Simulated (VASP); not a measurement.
**GaCo: relaxation of cell and atoms with revPBE+U**

Crystal: GaCo.

```
CELL_PARAMETERS angstrom
2.87800 0.00000 0.00000
0.00000 2.87800 0.00000
0.00000 0.00000 2.87800
ATOMIC_POSITIONS crystal
Ga 0.50000 0.50000 0.50000
Co 0.00000 0.00000 0.00000
```

| Quantity | Value |
| --- | --- |
| Program | VASP 6.6.1 |
| Task | relaxation of cell and atoms |
| Functional | revPBE |
| Potentials or basis | VASP PAW PBE potentials, release 64 (Ga_d, Co) |
| Cutoff | 600 eV |
| k mesh | 9 × 9 × 9 |
| Occupations | methfessel-paxton, width 0.2 eV |
| Spin | collinear spin, ferromagnetic start |
| Starting moments | [0.0, 0.43] μB |
| Hubbard terms | Co d U = 3.5 eV |
| Dipole correction | no |
| Further INCAR settings | ALGO = Normal; EDIFF = 1e-07; IBRION = 2; EDIFFG = -0.01; NSW = 80; ISIF = 3 |

* Relaxed volume: 13.73 Å³/atom
* Relaxed cell: a = 3.017 Å, b = 3.017 Å, c = 3.017 Å, α = 90.00°, β = 90.00°, γ = 90.00°
* Space group after relaxing (to 0.05 Å): Pm-3m (No. 221)
* Energy gained by relaxing: 27.9 meV/atom
* Ionic steps: 7
* Pressure after relaxing: -0.1 GPa
* Net moment: 1.48 μB per cell
* Site moments: Ga -0.08; Co +1.61 μB
* Valence electrons inside the program's atomic spheres: Ga 11.64; Co 8.16

Step by step:
| step | energy change (eV) | largest force (eV/Å) | pressure (GPa) | volume (Å³) |
| --- | --- | --- | --- | --- |
| 1 | 0.0000 | 0.0000 | 5.73 | 23.84 |
| 2 | -0.0412 | 0.0000 | 4.13 | 25.34 |
| 3 | -0.0116 | 0.0000 | -3.45 | 30.22 |
| 4 | -0.0549 | 0.0000 | -0.93 | 27.72 |
| 5 | -0.0548 | 0.0000 | 0.71 | 27.08 |
| 6 | -0.0557 | 0.0000 | 0.22 | 27.35 |
| 7 | -0.0557 | 0.0000 | -0.06 | 27.45 |

Final structure:
```xyz
2
Lattice="3.0167 0.0000 0.0000 0.0000 3.0167 0.0000 0.0000 0.0000 3.0167" Properties=species:S:1:pos:R:3 pbc="T T T"
Ga    1.5083    1.5083    1.5083
Co    0.0000    0.0000    0.0000
```

Levels at points of the mesh, in eV from the Fermi level:
Spin up:
```csv
k point,band 10,band 11,band 12,band 13,band 14,band 15
"(0.00, 0.00, 0.00)",-2.62,-2.62,4.49,4.49,4.49,9.15
```
Spin down:
| k point | band 7 | band 8 | band 9 | band 10 | band 11 | band 12 | band 13 | band 14 |
| --- | --- | --- | --- | --- | --- | --- | --- | --- |
| (0.00, 0.00, 0.00) | -1.58 | -1.58 | -1.58 | -0.22 | -0.22 | 4.41 | 4.41 | 4.41 |

Eigenvalues of the final occupation matrices:
```
    site  spin  trace               eigenvalues
site 2 d     1   4.52  0.89 0.89 0.89 0.93 0.93
site 2 d     2   2.90  0.17 0.17 0.86 0.86 0.86
```

Wall time 2.4 min on 1 thread of Intel(R) Xeon(R) Platinum 8259CL CPU @ 2.50GHz (Skylake/Cascade Lake), on a shared host, peak memory 0.17 GiB.

Caveat: the volume moved by over 15 % at a fixed basis, so the end points are rough; the PAW data sets were made with another functional, which shifts forces and pressure a little; the volume moved by +15 % from the deposited cell, more than functionals usually miss; the U is typed as a test and isn't derived for this compound. The state reached can hang on the start; a lower one may exist.
